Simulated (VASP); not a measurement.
# P (Fd-3m) in VASP: further runs

Runs on P. Level: PBEsol. Tasks: single point.

All numbers are computed with VASP 6.6.1; they aren't measurements. Logs are shortened: lines on timing, memory, paths and dates and some standing lists are left out, and cuts for length are marked.

## (1) The cell of the first run

It takes space group Fd-3m (No. 227, cubic). The conventional cell has a = 4.129 Å, b = 4.129 Å, c = 4.129 Å, α = 90.00°, β = 90.00°, γ = 90.00°. P (site symmetry -43m) has 4 P at 1.79 Å within 2.4 Å.

This isn't the form of P at room conditions, which is orthorhombic.

## (2) Single point, PBEsol (8.80 Å³/atom)

Contents of POSCAR:

```
P
1.0
    0.0000000000      2.0642825949      2.0642825949
    2.0642825949      0.0000000000      2.0642825949
    2.0642825949      2.0642825949      0.0000000000
P
2
Direct
   -0.1250000000     -0.1250000000     -0.1250000000
    0.1250000000      0.1250000000      0.1250000000
```

Contents of INCAR.step1:

```
  ALGO = Normal
  EDIFF = 1E-6
  ENCUT = 520
  GGA = PS
  ISIF = 2
  ISMEAR = -1
  LASPH = T
  LCHARG = T
  LREAL = F
  LWAVE = F
  NBANDS = 12
  NELM = 100
  PREC = Accurate
  SIGMA = 0.08
```

Contents of KPOINTS.step1:

```
k-points
0
Gamma
  12 12 12
```

Contents of INCAR.step2:

```
  ALGO = Normal
  EDIFF = 1E-6
  ENCUT = 520
  GGA = PS
  ICHARG = 11
  ISIF = 2
  ISMEAR = -5
  LASPH = T
  LCHARG = F
  LORBIT = 11
  LREAL = F
  LWAVE = F
  NBANDS = 12
  NEDOS = 1001
  NELM = 100
  PREC = Accurate
  SIGMA = 0.08
```

Contents of KPOINTS.step2:

```
k-points
0
Gamma
  18 18 18
```

Potentials or basis: VASP PAW PBE potentials, release 64 (P).

Command:

```sh
$ cat potpaw_PBE.64/P/POTCAR > POTCAR
$ cp INCAR.step1 INCAR
$ cp KPOINTS.step1 KPOINTS
$ mpirun -np 1 vasp_std > vasp.out
$ cp INCAR.step2 INCAR
$ cp KPOINTS.step2 KPOINTS
$ mpirun -np 1 vasp_std > vasp.out
```

OUTCAR:

```text
EDIFF = 1E-6
   ENCUT = 520
   GGA = PS
   ICHARG = 11
   ISIF = 2
   ISMEAR = -5
   LASPH = T
   LORBIT = 11
   LREAL = F
   NELM = 100
   PREC = Accurate

 ion  position               nearest neighbor table
   1  0.875  0.875  0.875-   2 1.79   2 1.79   2 1.79   2 1.79
   2  0.125  0.125  0.125-   1 1.79   1 1.79   1 1.79   1 1.79

  LATTYP: Found a face centered cubic cell.
 ALAT       =     4.1285651898

  Lattice vectors:

 A1 = (   0.0000000000,   2.0642825949,   2.0642825949)
 A2 = (   2.0642825949,   0.0000000000,   2.0642825949)
 A3 = (   2.0642825949,   2.0642825949,   0.0000000000)

Analysis of symmetry for initial positions (statically):
=====================================================================
 Subroutine PRICEL returns:
 Original cell was already a primitive cell.

 Routine SETGRP: Setting up the symmetry group for a
 face centered cubic supercell.

 Subroutine GETGRP returns: Found 48 space group operations
 (whereof 12 operations were pure point group operations)
 out of a pool of 48 trial point group operations.

The static configuration has the point symmetry D_3d.
 The point group associated with its full space group is O_h .

Analysis of symmetry for dynamics (positions and initial velocities):
=====================================================================
 Subroutine PRICEL returns:
 Original cell was already a primitive cell.

 Routine SETGRP: Setting up the symmetry group for a
 face centered cubic supercell.

 Subroutine GETGRP returns: Found 48 space group operations
 (whereof 12 operations were pure point group operations)
 out of a pool of 48 trial point group operations.

The dynamic configuration has the point symmetry D_3d.
 The point group associated with its full space group is O_h .

 Subroutine INISYM returns: Found 48 space group operations
 (whereof 12 operations are pure point group operations),
 and found     1 'primitive' translations

----------------------------------------------------------------------------------------

                                     Primitive cell

  volume of cell :      17.5929

  direct lattice vectors                    reciprocal lattice vectors
     0.000000000  2.064282595  2.064282595    -0.242214899  0.242214899  0.242214899
     2.064282595  0.000000000  2.064282595     0.242214899 -0.242214899  0.242214899
[... 103 lines left out ...]
   EFERMI_NEDOS =   21; number of points for ismear=-14 and -15
   IALGO  =     38    algorithm
   IMIX   =      4    mixing-type and parameters
     AMIX     =   0.40;   BMIX     =  1.00
     AMIX_MAG =   1.60;   BMIX_MAG =  1.00
  volume/ion in A,a.u.               =       8.80        59.36
  Fermi-wavevector in a.u.,A,eV,Ry     =   1.356112  2.562681 25.021669  1.839041
  Thomas-Fermi vector in A             =   2.483143
   LORBIT       =     11    0 simple, 1 ext, 2 COOP (PROOUT), +10 PAW based schemes
   GGA     = PS    functional components
   LHFCALC =     F    Hartree Fock is set to
   AEXX    =    0.0000 exact exchange contribution
   IVDW    =     0    specifies the selected vdW correction
   LEPSILON=     F    determine dielectric tensor
   LRPA    =     F    only Hartree local field effects (RPA)
 non-spin polarized calculation
 Fermi weights with tetrahedron method with Bloechl corrections
  energy-cutoff  :      520.00
  volume of cell :       17.59
 maximum number of plane-waves:       495
 NGX is ok and might be reduce to    24

 number of electron       9.9999998 magnetization

 Free energy of the ion-electron system (eV)
  ---------------------------------------------------
  ext. energy  EPLUGINS =         0.00000000
  ---------------------------------------------------
  free energy    TOTEN  =        -2.12612059 eV

  energy without entropy =       -2.12612059  energy(sigma->0) =       -2.12612059

 E-fermi :  18.0566     XC(G=0): -13.4709

 val. band max:       18.1455422940   @ k =  -0.3889   0.3333   0.1667
 cond. band min:      17.9548045896   @ k =   0.0556   0.0000   0.0000
 fundamental gap:     -0.1907377044
 Fermi energy:        18.0566208840

 k-point     1 :       0.0000    0.0000    0.0000
  band No.  band energies     occupation
      1      -5.2559      2.00000
      2      13.8919      2.00000
      3      13.8919      2.00000
      4      13.8919      2.00000
      5      17.6867      2.00000
      6      17.6867      2.17109
      7      17.6867      2.37682
      8      24.2155      0.00000
      9      24.2155      0.00000
     10      26.5542      0.00000
     11      28.0988      0.00000
     12      31.3694      0.00000
[... 331 lines left out ...]
 k-point    24 :      -0.2222    0.0556    0.0000
  band No.  band energies     occupation
      1      -3.8419      2.00000
      2       8.1267      2.00000
      3      11.8754      2.00000
      4      13.0549      2.00000
      5      18.7563     -0.00114
      6      18.9507      0.00000
      7      19.3552      0.00000
      8      22.6872      0.00000
      9      23.9696      0.00000
     10      27.5862      0.00000
     11      31.0463      0.00000
     12      34.4839      0.00000

 [... further k-points ...]

------------------------ aborting loop because EDIFF is reached ----------------------------------------

  FORCE on cell =-STRESS in cart. coord.  units (eV):
  Direction    XX          YY          ZZ          XY          YZ          ZX
  --------------------------------------------------------------------------------------
  -------------------------------------------------------------------------------------
  Total       30.4478796     30.4478796     30.4478796      0.0000000      0.0000000     -0.0000000
  in kB     2772.8743382   2772.8743382   2772.8743382      0.0000000      0.0000000     -0.0000000
  external PRESSURE =    2772.8743382 kB  Pullay stress =       0.0000000 kB

 VOLUME and BASIS-vectors are now :
 -----------------------------------------------------------------------------
  energy-cutoff  :      520.00
  volume of cell :       17.59
      direct lattice vectors                 reciprocal lattice vectors
     0.000000000  2.064282595  2.064282595    -0.242214899  0.242214899  0.242214899
     2.064282595  0.000000000  2.064282595     0.242214899 -0.242214899  0.242214899
     2.064282595  2.064282595  0.000000000     0.242214899  0.242214899 -0.242214899

 POSITION                                       TOTAL-FORCE (eV/Angst)
 -----------------------------------------------------------------------------------
      3.61249      3.61249      3.61249        -0.000000     -0.000000      0.000000
      0.51607      0.51607      0.51607         0.000000      0.000000     -0.000000
 -----------------------------------------------------------------------------------
    total drift:                                0.000000      0.000000      0.000000

  FREE ENERGIE OF THE ION-ELECTRON SYSTEM (eV)
  ---------------------------------------------------
  free  energy   TOTEN  =        -2.1261205936 eV

  energy  without entropy=       -2.1261205936  energy(sigma->0) =       -2.12612059

 total charge

# of ion       s       p       d       tot
------------------------------------------
    1        1.091   2.015   0.000   3.106
    2        1.091   2.015   0.000   3.106
--------------------------------------------------
tot          2.183   4.029   0.000   6.212
```

OUTCAR.step1:

```text
EDIFF = 1E-6
   ENCUT = 520
   GGA = PS
   ISIF = 2
   ISMEAR = -1
[... 585 lines left out ...]
 -----------------------------------------------------------------------------------
      3.61249      3.61249      3.61249         0.000000     -0.000000     -0.000000
      0.51607      0.51607      0.51607         0.000000      0.000000      0.000000
 -----------------------------------------------------------------------------------
    total drift:                                0.000000      0.000000     -0.000000

  FREE ENERGIE OF THE ION-ELECTRON SYSTEM (eV)
  ---------------------------------------------------
  free  energy   TOTEN  =        -2.1218747260 eV

  energy  without entropy=       -2.1005896066  energy(sigma->0) =       -2.11123217
```

Wall time 35 s (1 thread of Intel Xeon Platinum 8375C at 2.90GHz (Ice Lake), shared host); peak memory 0.14 GiB.

What came out:

```
Valence electrons inside the program's atomic spheres : P 3.11
```

Levels at points of the mesh, in eV from the Fermi level:
```tsv
k point	band 3	band 4	band 5	band 6	band 7	band 8
(0.00, 0.00, 0.00)	-4.16	-4.16	-0.37	-0.37	-0.37	6.16
(0.50, 0.00, 0.00)	-6.04	-6.04	-0.06	-0.06	0.47	7.32
(0.50, 0.50, 0.00)	-9.15	-9.15	-4.06	-4.06	11.83	11.83
```

Caveat: the PAW data sets were made with another functional, which shifts forces and pressure a little; tetrahedron occupations give inexact forces and stress in metals.

## (3) Single point, PBEsol (13.29 Å³/atom)

This run uses another cell than the first one, of 13.29 Å³/atom.

Contents of POSCAR:

```
P
1.0
    0.0000000000      2.3688339413      2.3688339413
    2.3688339413      0.0000000000      2.3688339413
    2.3688339413      2.3688339413      0.0000000000
P
2
Direct
   -0.1250000000     -0.1250000000     -0.1250000000
    0.1250000000      0.1250000000      0.1250000000
```

Contents of INCAR.step1:

```
PREC = Accurate
ENCUT = 520
EDIFF = 1E-6
ISMEAR = -1
SIGMA = 0.08
LREAL = F
LASPH = T
NELM = 80
ALGO = Normal
ISIF = 2
LWAVE = F
LCHARG = T
GGA = PS
NBANDS = 12
```

Contents of KPOINTS.step1:

```
regular mesh
0
Gamma
  12 12 12
```

Contents of INCAR.step2:

```
PREC = Accurate
ENCUT = 520
EDIFF = 1E-6
ISMEAR = -5
SIGMA = 0.08
LREAL = F
LASPH = T
NELM = 80
ALGO = Normal
ISIF = 2
LWAVE = F
LCHARG = F
GGA = PS
LORBIT = 10
NEDOS = 2001
ICHARG = 11
```

Contents of KPOINTS.step2:

```
regular mesh
0
Gamma
  18 18 18
```

Potentials or basis: VASP PAW PBE potentials, release 64 (P).

Command:

```sh
$ cat potpaw_PBE.64/P/POTCAR > POTCAR
$ cp INCAR.step1 INCAR
$ cp KPOINTS.step1 KPOINTS
$ mpirun -np 1 vasp_std > vasp.out
$ cp INCAR.step2 INCAR
$ cp KPOINTS.step2 KPOINTS
$ mpirun -np 1 vasp_std > vasp.out
```

OUTCAR:

```text
PREC = Accurate
   ENCUT = 520
   EDIFF = 1E-6
   ISMEAR = -5
   LREAL = F
   LASPH = T
   NELM = 80
   ISIF = 2
   GGA = PS
   LORBIT = 10
   ICHARG = 11

 ion  position               nearest neighbor table
   1  0.875  0.875  0.875-   2 2.05   2 2.05   2 2.05   2 2.05
   2  0.125  0.125  0.125-   1 2.05   1 2.05   1 2.05   1 2.05

  LATTYP: Found a face centered cubic cell.
 ALAT       =     4.7376678826

  Lattice vectors:

 A1 = (   0.0000000000,   2.3688339413,   2.3688339413)
 A2 = (   2.3688339413,   0.0000000000,   2.3688339413)
 A3 = (   2.3688339413,   2.3688339413,   0.0000000000)

Analysis of symmetry for initial positions (statically):
=====================================================================
 Subroutine PRICEL returns:
 Original cell was already a primitive cell.

 Routine SETGRP: Setting up the symmetry group for a
 face centered cubic supercell.

 Subroutine GETGRP returns: Found 48 space group operations
 (whereof 12 operations were pure point group operations)
 out of a pool of 48 trial point group operations.

The static configuration has the point symmetry D_3d.
 The point group associated with its full space group is O_h .

Analysis of symmetry for dynamics (positions and initial velocities):
=====================================================================
 Subroutine PRICEL returns:
 Original cell was already a primitive cell.

 Routine SETGRP: Setting up the symmetry group for a
 face centered cubic supercell.

 Subroutine GETGRP returns: Found 48 space group operations
 (whereof 12 operations were pure point group operations)
 out of a pool of 48 trial point group operations.

The dynamic configuration has the point symmetry D_3d.
 The point group associated with its full space group is O_h .

 Subroutine INISYM returns: Found 48 space group operations
 (whereof 12 operations are pure point group operations),
 and found     1 'primitive' translations

----------------------------------------------------------------------------------------

                                     Primitive cell

  volume of cell :      26.5848

  direct lattice vectors                    reciprocal lattice vectors
     0.000000000  2.368833941  2.368833941    -0.211074314  0.211074314  0.211074314
     2.368833941  0.000000000  2.368833941     0.211074314 -0.211074314  0.211074314
     2.368833941  2.368833941  0.000000000     0.211074314  0.211074314 -0.211074314

  length of vectors
     3.350037087  3.350037087  3.350037087     0.365591437  0.365591437  0.365591437

  position of ions in fractional coordinates (direct lattice)
     0.875000000  0.875000000  0.875000000
     0.125000000  0.125000000  0.125000000

  ion indices of the primitive-cell ions
   primitive index   ion index
                 1           1
                 2           2

----------------------------------------------------------------------------------------

 KPOINTS: regular mesh

Automatic generation of k-mesh.
 Grid dimensions read from file:
 generate k-points for:   18   18   18

[... 47 lines left out ...]
   k-points           NKPTS =    195   k-points in BZ     NKDIM =    195   number of bands    NBANDS=      9
   number of dos      NEDOS =   2001   number of ions     NIONS =      2
   total plane-waves  NPLWV =  21952
   dimension x,y,z NGX =    28 NGY =   28 NGZ =   28
   dimension x,y,z NGXF=    56 NGYF=   56 NGZF=   56
   ions per type =               2
   NGX,Y,Z   is equivalent  to a cutoff of  13.90, 13.90, 13.90 a.u.
   NGXF,Y,Z  is equivalent  to a cutoff of  27.79, 27.79, 27.79 a.u.
 SYSTEM =  unknown system
   PREC   = accura    normal or accurate (medium, high low for compatibility)
   ISTART =      0    job   : 0-new  1-cont  2-samecut
   ICHARG =     11    charge: 1-file 2-atom 10-const
   ISPIN  =      1    spin polarized calculation?
   LNONCOLLINEAR =      F non collinear calculations
   LSORBIT =      F    spin-orbit coupling
   LASPH  =      T    aspherical Exc in radial PAW
   ENCUT  =  520.0 eV  38.22 Ry    6.18 a.u.   6.23  6.23  6.23*2*pi/ulx,y,z
   NELM   =     80;   NELMIN=  2; NELMDL=  0     # of ELM steps
   EDIFF  = 0.1E-05   stopping-criterion for ELM
   LREAL  =      F    real-space projection
   EDIFFG = 0.1E-04   stopping-criterion for IOM
   NSW    =      0    number of steps for IOM
   IBRION =     -1    ionic relax: 0-MD 1-quasi-New 2-CG
   NFREE  =      0    steps in history (QN), initial steepest desc. (CG)
   ISIF   =      2    stress and relaxation
   ISYM   =      2    0-nonsym 1-usesym 2-fastsym
   POTIM  = 0.5000    time-step for ionic-motion
   TEBEG  =    0.0;   TEEND  =   0.0 temperature during run
   PSTRESS=    0.0 pullay stress
   NELECT =      10.0000    total number of electrons
   NUPDOWN=      -1.0000    fix difference up-down
   EMIN   =  10.00;   EMAX   =-10.00  energy-range for DOS
   EFERMI =   0.00;   METHOD = LEGACY
   ISMEAR =    -5;   SIGMA  =   0.08  broadening in eV -4-tet -1-fermi 0-gaus
   EFERMI_NEDOS =   21; number of points for ismear=-14 and -15
   IALGO  =     38    algorithm
   IMIX   =      4    mixing-type and parameters
     AMIX     =   0.40;   BMIX     =  1.00
     AMIX_MAG =   1.60;   BMIX_MAG =  1.00
  volume/ion in A,a.u.               =      13.29        89.70
  Fermi-wavevector in a.u.,A,eV,Ry     =   1.181763  2.233207 19.001389  1.396563
  Thomas-Fermi vector in A             =   2.318030
   LORBIT       =     10    0 simple, 1 ext, 2 COOP (PROOUT), +10 PAW based schemes
   GGA     = PS    functional components
   LHFCALC =     F    Hartree Fock is set to
   AEXX    =    0.0000 exact exchange contribution
   IVDW    =     0    specifies the selected vdW correction
   LEPSILON=     F    determine dielectric tensor
   LRPA    =     F    only Hartree local field effects (RPA)
 non-spin polarized calculation
 Fermi weights with tetrahedron method with Bloechl corrections
  energy-cutoff  :      520.00
  volume of cell :       26.58
 maximum number of plane-waves:       726
 NGX is ok and might be reduce to    28

 number of electron      10.0000001 magnetization

 Free energy of the ion-electron system (eV)
  ---------------------------------------------------
  ext. energy  EPLUGINS =         0.00000000
  ---------------------------------------------------
  free energy    TOTEN  =        -9.27698641 eV

  energy without entropy =       -9.27698641  energy(sigma->0) =       -9.27698641

 E-fermi :  11.4977     XC(G=0): -11.5739

 val. band max:       11.6347540626   @ k =  -0.3889   0.2222   0.1111
 cond. band min:      11.3586530239   @ k =  -0.3333   0.5000   0.1667
 fundamental gap:     -0.2761010387
 Fermi energy:        11.4977003173

 k-point     1 :       0.0000    0.0000    0.0000
  band No.  band energies     occupation
      1      -7.6316      2.00000
      2       7.3499      2.00000
      3       7.3499      2.00000
      4       7.3499      2.00000
      5      11.0011      2.00000
      6      11.0011      2.00000
      7      11.0011      2.00000
      8      12.7913      0.00000
      9      17.6952      0.00000
[... 265 lines left out ...]
 k-point    24 :      -0.2222    0.0556    0.0000
  band No.  band energies     occupation
      1      -6.6271      2.00000
      2       2.8214      2.00000
      3       5.9114      2.00000
      4       6.6675      2.00000
      5      10.9405      2.02476
      6      12.0114      0.00000
      7      12.4014      0.00000
      8      16.1205      0.00000
      9      16.4249      0.00000

 [... further k-points ...]

------------------------ aborting loop because EDIFF is reached ----------------------------------------

  FORCE on cell =-STRESS in cart. coord.  units (eV):
  Direction    XX          YY          ZZ          XY          YZ          ZX
  --------------------------------------------------------------------------------------
  -------------------------------------------------------------------------------------
  Total        7.4776928      7.4776928      7.4776928      0.0000000      0.0000000      0.0000000
  in kB      450.6551680    450.6551680    450.6551680      0.0000000      0.0000000      0.0000000
  external PRESSURE =     450.6551680 kB  Pullay stress =       0.0000000 kB

 VOLUME and BASIS-vectors are now :
 -----------------------------------------------------------------------------
  energy-cutoff  :      520.00
  volume of cell :       26.58
      direct lattice vectors                 reciprocal lattice vectors
     0.000000000  2.368833941  2.368833941    -0.211074314  0.211074314  0.211074314
     2.368833941  0.000000000  2.368833941     0.211074314 -0.211074314  0.211074314
     2.368833941  2.368833941  0.000000000     0.211074314  0.211074314 -0.211074314

 POSITION                                       TOTAL-FORCE (eV/Angst)
 -----------------------------------------------------------------------------------
      4.14546      4.14546      4.14546         0.000000      0.000000     -0.000000
      0.59221      0.59221      0.59221        -0.000000     -0.000000      0.000000
 -----------------------------------------------------------------------------------
    total drift:                               -0.000000     -0.000000     -0.000000

  FREE ENERGIE OF THE ION-ELECTRON SYSTEM (eV)
  ---------------------------------------------------
  free  energy   TOTEN  =        -9.2769864115 eV

  energy  without entropy=       -9.2769864115  energy(sigma->0) =       -9.27698641

 total charge

# of ion       s       p       d       tot
------------------------------------------
    1        1.053   1.532   0.000   2.585
    2        1.053   1.532   0.000   2.585
--------------------------------------------------
tot          2.107   3.063   0.000   5.170
```

Wall time 82 s (1 thread of Intel Xeon 8259CL, shared host); peak memory 0.17 GiB.

Results:

| Item | Value |
| --- | --- |
| Valence electrons inside the program's atomic spheres | P 2.58 |

Caveat: the PAW data sets were made with another functional, which shifts forces and pressure a little; tetrahedron occupations give inexact forces and stress in metals.

(Part 1 of 2 ends here.)
